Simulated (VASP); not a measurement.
A run of VASP 6.6.1:

The input INCAR:

```
PREC = Accurate
ENCUT = 520
EDIFF = 1E-7
ISMEAR = 0
SIGMA = 0.15
LREAL = F
LASPH = T
NELM = 100
ALGO = Normal
ISIF = 2
LWAVE = F
LCHARG = F
GGA = PS
NBANDS = 36
```

KPOINTS

```
Automatic mesh
0
Gamma
  12 12 8
```

POSCAR

```
Ge
1.0
    3.7970528728      0.0000000000      0.0000000000
   -1.8985264364      3.2883442473      0.0000000000
    0.0000000000      0.0000000000      6.2493425316
Ge
4
Direct
    0.0000000000      0.0000000000      0.0711500000
    0.0000000000      0.0000000000      0.5711500000
    0.2938290112      0.6666666667      0.8211500000
    0.6666666667      0.3333333333      0.3211500000
```

Potentials or basis: VASP PAW PBE potentials, release 64 (Ge_d).

The run is started by

```bash
$ cat potpaw_PBE.64/Ge_d/POTCAR > POTCAR
$ mpirun -np 1 vasp_std > vasp.out
```

Hardware: 1 thread of Intel(R) Xeon(R) 6975P-C (Granite Rapids), on a shared host.

How long does it take, and how much memory?

Wall time 7.9 min on 1 thread of Intel(R) Xeon(R) 6975P-C (Granite Rapids), with other jobs on the host, peak memory 0.73 GiB. Counts: scf iterations 15, k points 370.
